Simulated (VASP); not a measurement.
# Ge (P6_3/mcm) in VASP: single point with PBE

Aim: the single point of Ge with PBE.

Everything below comes from runs of VASP 6.6.1. Logs are shortened: lines on timing, memory, paths and dates and some standing lists are left out, and cuts for length are marked.

## 1. The cell of the first run

It takes space group P6_3/mcm (No. 193, hexagonal). Conventional cell: a = 5.384 Å, b = 5.384 Å, c = 9.777 Å, α = 90.00°, β = 90.00°, γ = 120.00°. Within 4.0 Å of Ge (site symmetry -3m) lie 12 Ge at 3.05 to 3.11 Å. Ge (site symmetry 32) has 12 Ge at 3.03 to 3.11 Å within 4.0 Å. Ge (site symmetry m2m) has 12 Ge at 3.03 to 3.15 Å within 4.0 Å.

## 2. Single point, PBE

INCAR reads:

```
  PREC = Accurate
  ENCUT = 520
  EDIFF = 1E-7
  ISMEAR = 0
  SIGMA = 0.1
  LREAL = F
  LASPH = T
  NELM = 100
  ALGO = Normal
  ISIF = 2
  LWAVE = F
  LCHARG = F
  GGA = PE
  NBANDS = 96
```

KPOINTS reads:

```
regular mesh
0
Gamma
  6 6 2
```

POSCAR reads:

```
Ge
1.0
    5.3840788400      0.0000000000      0.0000000000
   -2.6920394200      4.6627490600      0.0000000000
    0.0000000000      0.0000000000      9.7771287700
Ge
12
Direct
    0.0000000000      0.0000000000      0.5000000000
    0.0000000000      0.0000000000      0.0000000000
    0.3333333300      0.6666666700      0.5000000000
    0.6666666700      0.3333333300      0.0000000000
    0.3374874300      0.3374874300      0.7500000000
    0.0000000000      0.3374874300      0.2500000000
    0.3374874300      0.0000000000      0.2500000000
    0.6625125700      0.0000000000      0.7500000000
    0.0000000000      0.6625125700      0.7500000000
    0.6625125700      0.6625125700      0.2500000000
    0.3333333300      0.6666666700      0.0000000000
    0.6666666700      0.3333333300      0.5000000000
```

Potentials or basis: VASP PAW PBE potentials, release 64 (Ge_d).

The run is started by

```sh
$ cat potpaw_PBE.64/Ge_d/POTCAR > POTCAR
$ mpirun -np 1 vasp_std > vasp.out
```

OUTCAR:

```text
PREC = Accurate
   ENCUT = 520
   EDIFF = 1E-7
   ISMEAR = 0
   LREAL = F
   LASPH = T
   NELM = 100
   ISIF = 2
   GGA = PE

 ion  position               nearest neighbor table
   1  0.000  0.000  0.500-
   2  0.000  0.000  0.000-
   3  0.333  0.667  0.500-
   4  0.667  0.333  0.000-
   5  0.337  0.337  0.750-
   6  0.000  0.337  0.250-
   7  0.337  0.000  0.250-
   8  0.663  0.000  0.750-
   9  0.000  0.663  0.750-
  10  0.663  0.663  0.250-
  11  0.333  0.667  0.000-
  12  0.667  0.333  0.500-

  LATTYP: Found a hexagonal cell.
 ALAT       =     5.3840788400
 C/A-ratio  =     1.8159334327

  Lattice vectors:

 A1 = (   5.3840788400,   0.0000000000,   0.0000000000)
 A2 = (  -2.6920394200,   4.6627490600,   0.0000000000)
 A3 = (   0.0000000000,   0.0000000000,   9.7771287700)

Analysis of symmetry for initial positions (statically):
=====================================================================
 Subroutine PRICEL returns:
 Original cell was already a primitive cell.

 Routine SETGRP: Setting up the symmetry group for a
 hexagonal supercell.

 Subroutine GETGRP returns: Found 24 space group operations
 (whereof 12 operations were pure point group operations)
 out of a pool of 24 trial point group operations.

The static configuration has the point symmetry D_3d.
 The point group associated with its full space group is D_6h.

Analysis of symmetry for dynamics (positions and initial velocities):
=====================================================================
 Subroutine PRICEL returns:
 Original cell was already a primitive cell.

 Routine SETGRP: Setting up the symmetry group for a
 hexagonal supercell.

 Subroutine GETGRP returns: Found 24 space group operations
 (whereof 12 operations were pure point group operations)
 out of a pool of 24 trial point group operations.

The dynamic configuration has the point symmetry D_3d.
 The point group associated with its full space group is D_6h.

[... 107 lines left out ...]
   EDIFF  = 0.1E-06   stopping-criterion for ELM
   LREAL  =      F    real-space projection
   EDIFFG = 0.1E-05   stopping-criterion for IOM
   NSW    =      0    number of steps for IOM
   IBRION =     -1    ionic relax: 0-MD 1-quasi-New 2-CG
   NFREE  =      0    steps in history (QN), initial steepest desc. (CG)
   ISIF   =      2    stress and relaxation
   ISYM   =      2    0-nonsym 1-usesym 2-fastsym
   POTIM  = 0.5000    time-step for ionic-motion
   TEBEG  =    0.0;   TEEND  =   0.0 temperature during run
   PSTRESS=    0.0 pullay stress
   NELECT =     168.0000    total number of electrons
   NUPDOWN=      -1.0000    fix difference up-down
   EMIN   =  10.00;   EMAX   =-10.00  energy-range for DOS
   EFERMI =   0.00;   METHOD = LEGACY
   ISMEAR =     0;   SIGMA  =   0.10  broadening in eV -4-tet -1-fermi 0-gaus
   EFERMI_NEDOS =   21; number of points for ismear=-14 and -15
   IALGO  =     38    algorithm
   IMIX   =      4    mixing-type and parameters
     AMIX     =   0.40;   BMIX     =  1.00
     AMIX_MAG =   1.60;   BMIX_MAG =  1.00
  volume/ion in A,a.u.               =      20.45       138.03
  Fermi-wavevector in a.u.,A,eV,Ry     =   1.442745  2.726393 28.320716  2.081514
  Thomas-Fermi vector in A             =   2.561231
   LORBIT       =      0    0 simple, 1 ext, 2 COOP (PROOUT), +10 PAW based schemes
   GGA     = PE    functional components
   LHFCALC =     F    Hartree Fock is set to
   AEXX    =    0.0000 exact exchange contribution
   IVDW    =     0    specifies the selected vdW correction
   LEPSILON=     F    determine dielectric tensor
   LRPA    =     F    only Hartree local field effects (RPA)
 non-spin polarized calculation
 Gauss-broadening in eV      SIGMA  =   0.10
  energy-cutoff  :      520.00
  volume of cell :      245.45
 maximum number of plane-waves:      6672
   NGX = 21   NGY = 21   NGZ = 37

 number of electron     168.0000066 magnetization

 Free energy of the ion-electron system (eV)
  ---------------------------------------------------
  ext. energy  EPLUGINS =         0.00000000
  ---------------------------------------------------
  free energy    TOTEN  =       -50.11653076 eV

  energy without entropy =      -50.08306298  energy(sigma->0) =      -50.09979687

 E-fermi :   6.0343     XC(G=0): -10.8998

 val. band max:        5.9933114896   @ k =   0.1667   0.0000   0.0000
 cond. band min:       6.0450323121   @ k =   0.1667   0.1667   0.0000
 fundamental gap:      0.0517208225
 Fermi energy:         6.0342648404

 k-point     1 :       0.0000    0.0000    0.0000
  band No.  band energies     occupation
      1     -18.7901      2.00000
      2     -18.7901      2.00000
      3     -18.7870      2.00000
      4     -18.7870      2.00000
      5     -18.7853      2.00000
      6     -18.7847      2.00000
[... 1375 lines left out ...]
     95       9.0617      0.00000
     96       9.0617      0.00000

------------------------ aborting loop because EDIFF is reached ----------------------------------------

  FORCE on cell =-STRESS in cart. coord.  units (eV):
  Direction    XX          YY          ZZ          XY          YZ          ZX
  --------------------------------------------------------------------------------------
  -------------------------------------------------------------------------------------
  Total       -4.9628560     -4.9628560     -3.1762076      0.0000000      0.0000000      0.0000000
  in kB      -32.3949613    -32.3949615    -20.7326433      0.0000000      0.0000000      0.0000000
  external PRESSURE =     -28.5075220 kB  Pullay stress =       0.0000000 kB

 VOLUME and BASIS-vectors are now :
 -----------------------------------------------------------------------------
  energy-cutoff  :      520.00
  volume of cell :      245.45
      direct lattice vectors                 reciprocal lattice vectors
     5.384078840  0.000000000  0.000000000     0.185732793  0.107232878  0.000000000
    -2.692039420  4.662749060  0.000000000     0.000000000  0.214465756  0.000000000
     0.000000000  0.000000000  9.777128770     0.000000000  0.000000000  0.102279516

 POSITION                                       TOTAL-FORCE (eV/Angst)
 -----------------------------------------------------------------------------------
      0.00000      0.00000      4.88856        -0.000000     -0.000000     -0.000000
      0.00000      0.00000      0.00000        -0.000000     -0.000000     -0.000000
     -0.00000      3.10850      4.88856         0.000000     -0.000000     -0.000000
      2.69204      1.55425      0.00000        -0.000000     -0.000000     -0.000000
      0.90853      1.57362      7.33285        -0.007796     -0.013503     -0.000000
     -0.90853      1.57362      2.44428         0.007796     -0.013503      0.000000
      1.81706      0.00000      2.44428        -0.015591     -0.000000     -0.000000
      3.56702      0.00000      7.33285         0.015591     -0.000000      0.000000
     -1.78351      3.08913      7.33285        -0.007796      0.013503      0.000000
      1.78351      3.08913      2.44428         0.007796      0.013503      0.000000
     -0.00000      3.10850      0.00000         0.000000     -0.000000     -0.000000
      2.69204      1.55425      4.88856        -0.000000     -0.000000     -0.000000
 -----------------------------------------------------------------------------------
    total drift:                                0.000000     -0.000000     -0.000000

  FREE ENERGIE OF THE ION-ELECTRON SYSTEM (eV)
  ---------------------------------------------------
  free  energy   TOTEN  =       -50.1165307608 eV

  energy  without entropy=      -50.0830629825  energy(sigma->0) =      -50.09979687
```

OSZICAR:

```text
N       E                     dE             d eps       ncg     rms          rms(c)
DAV:   1     0.242525726319E+04    0.24253E+04   -0.71564E+04  3112   0.497E+03
DAV:   2     0.467542110480E+03   -0.19577E+04   -0.19115E+04  2688   0.130E+03
DAV:   3     0.159127032328E+02   -0.45163E+03   -0.44074E+03  2704   0.305E+02
DAV:   4    -0.464971802767E+02   -0.62410E+02   -0.59300E+02  3072   0.105E+02
DAV:   5    -0.501457415124E+02   -0.36486E+01   -0.35338E+01  2968   0.261E+01    0.365E+00
DAV:   6    -0.501457453852E+02   -0.38727E-05   -0.12247E+00  3808   0.603E+00    0.173E+00
DAV:   7    -0.501186639091E+02    0.27081E-01   -0.17909E-01  3008   0.434E+00    0.395E-01
DAV:   8    -0.501161724614E+02    0.24914E-02   -0.22462E-02  3128   0.498E+00    0.146E-01
DAV:   9    -0.501165145535E+02   -0.34209E-03   -0.97687E-03  3208   0.763E-01    0.656E-02
DAV:  10    -0.501165251351E+02   -0.10582E-04   -0.28361E-04  4448   0.222E-01    0.382E-02
DAV:  11    -0.501165220757E+02    0.30594E-05   -0.49849E-05  3968   0.185E-01    0.859E-03
DAV:  12    -0.501165283804E+02   -0.63047E-05   -0.80109E-05  3760   0.781E-02    0.341E-03
DAV:  13    -0.501165314227E+02   -0.30422E-05   -0.27736E-05  3112   0.457E-02    0.170E-03
DAV:  14    -0.501165305717E+02    0.85094E-06   -0.56005E-07  2520   0.376E-02    0.644E-04
DAV:  15    -0.501165306778E+02   -0.10611E-06   -0.76855E-07  2648   0.928E-03    0.549E-04
DAV:  16    -0.501165307608E+02   -0.82913E-07   -0.13513E-07  1632   0.781E-03
   1 F= -.50116531E+02 E0= -.50099797E+02  d E =-.334678E-01
```

Wall time 6.9 min (1 thread of AMD EPYC 7R13 (Zen 3), shared host); peak memory 0.43 GiB.

What came out:

* Free energy: -50.1165 eV
* Pressure: -2.9 GPa
* Largest force: 0.016 eV/Å
* Band gap on the k mesh: zero (band 84 reaches 6.51 eV, above the bottom of band 85 at 4.71 eV)

Forces on the atoms (eV/Å):
```
Ge   0.000  0.000  0.000
Ge   0.000  0.000  0.000
Ge   0.000  0.000  0.000
Ge   0.000  0.000  0.000
Ge  -0.008 -0.014  0.000
Ge   0.008 -0.014  0.000
Ge  -0.016  0.000  0.000
Ge   0.016  0.000  0.000
Ge  -0.008  0.014  0.000
Ge   0.008  0.014  0.000
Ge   0.000  0.000  0.000
Ge   0.000  0.000  0.000
```

Levels at points of the mesh, in eV from the Fermi level:
```tsv
k point	band 82	band 83	band 84	band 85	band 86	band 87
(0.00, 0.00, 0.00)	-2.87	-2.87	-0.39	-0.17	0.38	0.38
(0.50, 0.00, 0.00)	-0.33	-0.30	0.14	0.18	0.51	1.26
(0.00, 0.00, 0.50)	-2.17	-1.33	-1.33	-1.33	-1.33	-1.23
(0.50, 0.00, 0.50)	0.08	0.16	0.16	0.62	0.62	0.65
```
